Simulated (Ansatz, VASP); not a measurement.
# Two plane-wave programs on LiCl

```
CELL_PARAMETERS angstrom
0.00000 2.43652 2.43652
2.43652 0.00000 2.43652
2.43652 2.43652 0.00000
ATOMIC_POSITIONS crystal
Li 0.00000 0.00000 0.00000
Cl 0.50000 0.50000 0.50000
```

Change from the starting cell: strain -0.050 along x and y, -0.050 along z, atoms carried along.

Alike in both runs: task single point; functional LDA; k mesh 8 × 8 × 8; occupations gaussian, width 0.05 eV; no spin polarisation.

|  | VASP | Ansatz |
| --- | --- | --- |
| version | VASP 6.6.1 | Ansatz 0.2.0 |
| potentials or method | VASP PAW LDA potentials, release 64 (Li_sv, Cl), cutoff 520 eV | scalar-relativistic, plane waves, PAW |
| valence electrons in the cell | 10 | 10 |

|  | VASP | Ansatz | Ansatz less VASP |
| --- | --- | --- | --- |
| gap on the k mesh at the Fermi level (eV) | 6.57 | 6.54 | -0.028 |
| least direct gap on the mesh (eV) | 6.90 | 6.87 | -0.028 |

LDA's correlation is that of Perdew and Zunger in VASP and of Perdew and Wang (1992) in Ansatz.

Noted on VASP's run: the cutoff is short for stress, so the pressure is rough.
